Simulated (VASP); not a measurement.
# SnO in VASP: single point with PBE+D3(BJ)

Aim: the single point of SnO with PBE+D3(BJ).

Everything below comes from runs of VASP 6.6.1. Logs are shortened: lines on timing, memory, paths and dates and some standing lists are left out, and cuts for length are marked.

### Step 1. The cell of the first run

The cell holds a slab with vacuum, 8 atoms: a = 3.821 Å, b = 3.821 Å, c = 22.228 Å, α = 90.00°, β = 90.00°, γ = 90.00°.

### Step 2. Single point, PBE+D3(BJ) (layers slid over each other)

INCAR reads:

```
SYSTEM = SnO
PREC     = Accurate       ! precision mode
ENCUT    = 520            ! plane-wave cutoff, eV
EDIFF    = 1E-6           ! SCF threshold, eV
ISMEAR   = 0              ! smearing method
SIGMA    = 0.05           ! smearing width, eV
LREAL    = .FALSE.        ! projectors in reciprocal space
LASPH    = .TRUE.         ! aspherical terms in the spheres
NELM     = 60             ! most SCF steps
ALGO     = Normal         ! electronic algorithm
ISIF     = 2              ! what is computed and relaxed
LWAVE    = .FALSE.        ! write WAVECAR
LCHARG   = .FALSE.        ! write CHGCAR
LDIPOL   = .TRUE.       
IDIPOL   = 3            
DIPOL    = 0.5 0.5 0.404
GGA      = PE             ! functional
IVDW     = 12             ! dispersion correction
NBANDS   = 50             ! bands
```

KPOINTS reads:

```
Automatic mesh
0
G
  7 7 1
  0 0 0
```

POSCAR reads:

```
SnO
1.0
    3.8205591572     -0.0000144285      0.0000000000
    0.0000145032      3.8205591572      0.0000000000
    0.0000000000      0.0000000000     22.2281056610
Sn O
4 4
Direct
    0.7499972356      0.2500027644      0.2024464014
    0.2499972356      0.7500027644      0.3088006209
    0.4999972356      1.2500027644      0.5000000000
    0.9999972356      0.7500027644      0.6063542196
    0.2499972356      0.2500027644      0.2556235111
    0.7499972356      0.7500027644      0.2556235111
    0.9999972356      1.2500027644      0.5531771098
    0.4999972356      0.7500027644      0.5531771098
```

Potentials or basis: VASP PAW PBE potentials, release 64 (Sn_d, O).

Launch:

```sh
$ cat potpaw_PBE.64/Sn_d/POTCAR potpaw_PBE.64/O/POTCAR > POTCAR
$ mpirun -np 1 vasp_std > vasp.out
```

OUTCAR:

```text
SYSTEM = SnO
   PREC = Accurate
   ENCUT = 520
   EDIFF = 1E-6
   ISMEAR = 0
   LREAL = .FALSE.
   LASPH = .TRUE.
   NELM = 60
   ISIF = 2
   GGA = PE
   IVDW = 12
 IVDW          = 12

 ion  position               nearest neighbor table
   1  0.750  0.250  0.202-   5 2.25   5 2.25   6 2.25   6 2.25   2 3.59   2 3.59   2 3.59   2 3.59

   2  0.250  0.750  0.309-   6 2.25   6 2.25   5 2.25   5 2.25   1 3.59   1 3.59   1 3.59   1 3.59

   3  0.500  0.250  0.500-   7 2.25   7 2.25   8 2.25   8 2.25   4 3.59   4 3.59   4 3.59   4 3.59

   4  1.000  0.750  0.606-   8 2.25   8 2.25   7 2.25   7 2.25   3 3.59   3 3.59   3 3.59   3 3.59

   5  0.250  0.250  0.256-   1 2.25   1 2.25   2 2.25   2 2.25
   6  0.750  0.750  0.256-   1 2.25   1 2.25   2 2.25   2 2.25
   7  1.000  0.250  0.553-   3 2.25   3 2.25   4 2.25   4 2.25
   8  0.500  0.750  0.553-   4 2.25   4 2.25   3 2.25   3 2.25

  LATTYP: Found a simple tetragonal cell.
 ALAT       =     3.8205591572
 C/A-ratio  =     5.8180242070

  Lattice vectors:

 A1 = (   3.8205591572,  -0.0000144285,   0.0000000000)
 A2 = (   0.0000145032,   3.8205591572,   0.0000000000)
 A3 = (   0.0000000000,   0.0000000000,  22.2281056610)

Analysis of symmetry for initial positions (statically):
=====================================================================
 Subroutine PRICEL returns:
 Original cell was already a primitive cell.

 Routine SETGRP: Setting up the symmetry group for a
 simple tetragonal supercell.

 Subroutine GETGRP returns: Found  4 space group operations
 (whereof  1 operations were pure point group operations)
 out of a pool of 16 trial point group operations.

The static configuration has the point symmetry C_1 .
 The point group associated with its full space group is C_2h.

Analysis of symmetry for dynamics (positions and initial velocities):
=====================================================================
 Subroutine PRICEL returns:
 Original cell was already a primitive cell.

 Routine SETGRP: Setting up the symmetry group for a
 simple tetragonal supercell.

 Subroutine GETGRP returns: Found  4 space group operations
 (whereof  1 operations were pure point group operations)
 out of a pool of 16 trial point group operations.

The dynamic configuration has the point symmetry C_1 .
 The point group associated with its full space group is C_2h.

 Subroutine INISYM returns: Found  4 space group operations
 (whereof  1 operations are pure point group operations),
 and found     1 'primitive' translations

----------------------------------------------------------------------------------------

                                     Primitive cell

  volume of cell :     324.4564

  direct lattice vectors                    reciprocal lattice vectors
     3.820559157 -0.000014428  0.000000000     0.261741792 -0.000000994  0.000000000
     0.000014503  3.820559157  0.000000000     0.000000988  0.261741792  0.000000000
     0.000000000  0.000000000 22.228105661     0.000000000  0.000000000  0.044988089

  length of vectors
     3.820559157  3.820559157 22.228105661     0.261741792  0.261741792  0.044988089

  position of ions in fractional coordinates (direct lattice)
     0.749997236  0.250002764  0.202446401
     0.249997236  0.750002764  0.308800621
     0.499997236  0.250002764  0.500000000
     0.999997236  0.750002764  0.606354220
     0.249997236  0.250002764  0.255623511
     0.749997236  0.750002764  0.255623511
     0.999997236  0.250002764  0.553177110
     0.499997236  0.750002764  0.553177110

  ion indices of the primitive-cell ions
   primitive index   ion index
                 1           1
                 2           2
                 3           3
                 4           4
                 5           5
                 6           6
                 7           7
                 8           8

----------------------------------------------------------------------------------------

 KPOINTS: Automatic mesh

Automatic generation of k-mesh.
 Grid dimensions read from file:
 generate k-points for:    7    7    1

 Generating k-lattice:

  Cartesian coordinates                     Fractional coordinates (reciprocal lattice)
     0.037391685 -0.000000142  0.000000000     0.142857143  0.000000000  0.000000000
     0.000000141  0.037391685  0.000000000    -0.000000000  0.142857143  0.000000000
     0.000000000  0.000000000  0.044988089     0.000000000  0.000000000  1.000000000

  Length of vectors
     0.037391685  0.037391685  0.044988089

  Shift w.r.t. Gamma in fractional coordinates (k-lattice)
     0.000000000  0.000000000  0.000000000

 Subroutine IBZKPT returns following result:
 ===========================================

 Found     16 irreducible k-points:

 Following reciprocal coordinates:
            Coordinates               Weight
  0.000000  0.000000  0.000000      1.000000
  0.142857  0.000000  0.000000      2.000000
  0.000000  0.142857  0.000000      2.000000
  0.285714  0.000000  0.000000      2.000000
  0.000000  0.285714  0.000000      2.000000
  0.428571  0.000000  0.000000      2.000000
[... 8 lines left out ...]
 -0.285714  0.428571  0.000000      4.000000
  0.428571  0.428571  0.000000      4.000000
   k-points           NKPTS =     16   k-points in BZ     NKDIM =     16   number of bands    NBANDS=     50
   number of dos      NEDOS =    301   number of ions     NIONS =      8
   total plane-waves  NPLWV = 131712
   dimension x,y,z NGX =    28 NGY =   28 NGZ =  168
   dimension x,y,z NGXF=    56 NGYF=   56 NGZF=  336
   ions per type =               4   4
   NGX,Y,Z   is equivalent  to a cutoff of  12.18, 12.18, 12.56 a.u.
   NGXF,Y,Z  is equivalent  to a cutoff of  24.37, 24.37, 25.13 a.u.
 SYSTEM =  SnO
   PREC   = accura    normal or accurate (medium, high low for compatibility)
   ISTART =      0    job   : 0-new  1-cont  2-samecut
   ICHARG =      2    charge: 1-file 2-atom 10-const
   ISPIN  =      1    spin polarized calculation?
   LNONCOLLINEAR =      F non collinear calculations
   LSORBIT =      F    spin-orbit coupling
   LASPH  =      T    aspherical Exc in radial PAW
   ENCUT  =  520.0 eV  38.22 Ry    6.18 a.u.   7.10  7.10 41.33*2*pi/ulx,y,z
   NELM   =     60;   NELMIN=  2; NELMDL= -5     # of ELM steps
   EDIFF  = 0.1E-05   stopping-criterion for ELM
   LREAL  =      F    real-space projection
   EDIFFG = 0.1E-04   stopping-criterion for IOM
   NSW    =      0    number of steps for IOM
   IBRION =     -1    ionic relax: 0-MD 1-quasi-New 2-CG
   NFREE  =      0    steps in history (QN), initial steepest desc. (CG)
   ISIF   =      2    stress and relaxation
   ISYM   =      2    0-nonsym 1-usesym 2-fastsym
   POTIM  = 0.5000    time-step for ionic-motion
   TEBEG  =    0.0;   TEEND  =   0.0 temperature during run
   PSTRESS=    0.0 pullay stress
   NELECT =      80.0000    total number of electrons
   NUPDOWN=      -1.0000    fix difference up-down
   EMIN   =  10.00;   EMAX   =-10.00  energy-range for DOS
   EFERMI =   0.00;   METHOD = LEGACY
   ISMEAR =     0;   SIGMA  =   0.05  broadening in eV -4-tet -1-fermi 0-gaus
   EFERMI_NEDOS =   21; number of points for ismear=-14 and -15
   IALGO  =     38    algorithm
   IMIX   =      4    mixing-type and parameters
     AMIX     =   0.40;   BMIX     =  1.00
     AMIX_MAG =   1.60;   BMIX_MAG =  1.00
  volume/ion in A,a.u.               =      40.56       273.69
  Fermi-wavevector in a.u.,A,eV,Ry     =   1.026564  1.939925 14.338279  1.053834
  Thomas-Fermi vector in A             =   2.160463
   LORBIT       =      0    0 simple, 1 ext, 2 COOP (PROOUT), +10 PAW based schemes
   GGA     = PE    functional components
   LHFCALC =     F    Hartree Fock is set to
   AEXX    =    0.0000 exact exchange contribution
   IVDW    =    12    specifies the selected vdW correction
   LEPSILON=     F    determine dielectric tensor
   LRPA    =     F    only Hartree local field effects (RPA)
 non-spin polarized calculation
 Gauss-broadening in eV      SIGMA  =   0.05
  energy-cutoff  :      520.00
  volume of cell :      324.46
 maximum number of plane-waves:      8769
   NGX = 15   NGY = 15   NGZ = 83

 dipolmoment           0.000000      0.000000      0.000059 electrons x Angstroem

 number of electron      79.9999970 magnetization

 dipolmoment           0.000000      0.000000     -0.000026 electrons x Angstroem

 Free energy of the ion-electron system (eV)
  ---------------------------------------------------
  ext. energy  EPLUGINS =         0.00000000
  ---------------------------------------------------
  free energy    TOTEN  =       -45.18484056 eV

  energy without entropy =      -45.18484056  energy(sigma->0) =      -45.18484056

 E-fermi :   0.0405     XC(G=0):  -5.3380

 val. band max:       -0.2394217861   @ k =   0.1429   0.0000   0.0000
 cond. band min:       2.3277326165   @ k =   0.0000   0.0000   0.0000
 fundamental gap:      2.5671544026
 Fermi energy:         0.0404903084

 k-point     1 :       0.0000    0.0000    0.0000
  band No.  band energies     occupation
      1     -21.0586      2.00000
      2     -21.0585      2.00000
      3     -20.6993      2.00000
      4     -20.6992      2.00000
      5     -20.6612      2.00000
      6     -20.6612      2.00000
[... 42 lines left out ...]
     49       5.1858      0.00000
     50       5.2250      0.00000

 k-point     2 :       0.1429    0.0000    0.0000
  band No.  band energies     occupation
      1     -21.0497      2.00000
      2     -21.0496      2.00000
      3     -20.6998      2.00000
      4     -20.6997      2.00000
      5     -20.6630      2.00000
      6     -20.6626      2.00000
[... 42 lines left out ...]
     49       5.4011      0.00000
     50       5.4680      0.00000

 k-point     3 :       0.0000    0.1429    0.0000
  band No.  band energies     occupation
      1     -21.0497      2.00000
      2     -21.0496      2.00000
      3     -20.6999      2.00000
      4     -20.6998      2.00000
      5     -20.6630      2.00000
      6     -20.6629      2.00000
[... 42 lines left out ...]
     49       5.3138      0.00000
     50       5.4630      0.00000

 k-point     4 :       0.2857    0.0000    0.0000
  band No.  band energies     occupation
      1     -21.0247      2.00000
      2     -21.0246      2.00000
      3     -20.7955      2.00000
      4     -20.7953      2.00000
      5     -20.6674      2.00000
      6     -20.6671      2.00000
[... 575 lines left out ...]
 k-point    15 :      -0.2857    0.4286    0.0000
  band No.  band energies     occupation
      1     -20.9936      2.00000
      2     -20.9934      2.00000
      3     -20.9516      2.00000
      4     -20.9513      2.00000
      5     -20.6642      2.00000
      6     -20.6641      2.00000
[... 42 lines left out ...]
     49       5.8199      0.00000
     50       6.1184      0.00000

 k-point    16 :       0.4286    0.4286    0.0000
  band No.  band energies     occupation
      1     -20.9994      2.00000
      2     -20.9991      2.00000
      3     -20.9855      2.00000
      4     -20.9852      2.00000
      5     -20.6661      2.00000
      6     -20.6659      2.00000
[... 42 lines left out ...]
     49       6.0390      0.00000
     50       6.3094      0.00000

------------------------ aborting loop because EDIFF is reached ----------------------------------------

 vacuum level on the upper side and lower side of the slab       (xc-potential included)        -0.258        -0.259

 Edisp (eV)   -1.23425

 E8    (eV) :    -0.5459

  FORCE on cell =-STRESS in cart. coord.  units (eV):
  Direction    XX          YY          ZZ          XY          YZ          ZX
  --------------------------------------------------------------------------------------
  -------------------------------------------------------------------------------------
  Total       0.09118     0.12143    -0.31919     0.00000    -0.00000     0.11409
  in kB       0.45026     0.59965    -1.57619     0.00000    -0.00000     0.56337
  external pressure =       -0.18 kB  Pullay stress =        0.00 kB

 VOLUME and BASIS-vectors are now :
 -----------------------------------------------------------------------------
  energy-cutoff  :      520.00
  volume of cell :      324.46
      direct lattice vectors                 reciprocal lattice vectors
     3.820559157 -0.000014428  0.000000000     0.261741792 -0.000000994  0.000000000
     0.000014503  3.820559157  0.000000000     0.000000988  0.261741792  0.000000000
     0.000000000  0.000000000 22.228105661     0.000000000  0.000000000  0.044988089

 POSITION                                       TOTAL-FORCE (eV/Angst)
 -----------------------------------------------------------------------------------
      2.86541      0.95514      4.50000        -0.002268      0.000000     -0.069330
      0.95514      2.86543      6.86405        -0.007985      0.000000      0.153918
      1.91027      0.95514     11.11405         0.007985     -0.000000     -0.153918
      3.82056      2.86542     13.47811         0.002268     -0.000000      0.069330
      0.95513      0.95515      5.68203         0.004612     -0.000000      0.009283
      2.86542      2.86542      5.68203        -0.013548      0.000000      0.009544
      3.82055      0.95514     12.29608         0.013548     -0.000000     -0.009544
      1.91028      2.86542     12.29608        -0.004612      0.000000     -0.009283
 -----------------------------------------------------------------------------------
    total drift:                               -0.000000      0.000000     -0.001207

  FREE ENERGIE OF THE ION-ELECTRON SYSTEM (eV)
  ---------------------------------------------------
  free  energy   TOTEN  =       -46.4190882440 eV

  energy  without entropy=      -46.4190882440  energy(sigma->0) =      -46.41908824

 vacuum level on the upper side and lower side of the slab         4.755         4.758
```

Wall time 3.9 min (1 thread of Intel Xeon Platinum 8488C (Sapphire Rapids), shared host); peak memory 0.45 GiB.

Results:

| Quantity | Value |
| --- | --- |
| Free energy | -46.4191 eV |
| Largest force | 0.154 eV/Å |
| Band gap on the k mesh | 2.57 eV (least direct gap 2.59 eV) |
| Dispersion energy per atom | -0.154 eV |

Forces on the atoms (eV/Å):
```
Sn  -0.002  0.000 -0.069
Sn  -0.008  0.000  0.154
Sn   0.008  0.000 -0.154
Sn   0.002  0.000  0.069
O    0.005  0.000  0.009
O   -0.014  0.000  0.010
O    0.014  0.000 -0.010
O   -0.005  0.000 -0.009
```

Caveat: the cell differs from its parent crystal (layers slid over each other); spin-orbit coupling is left out, which moves the levels of the heavy elements.
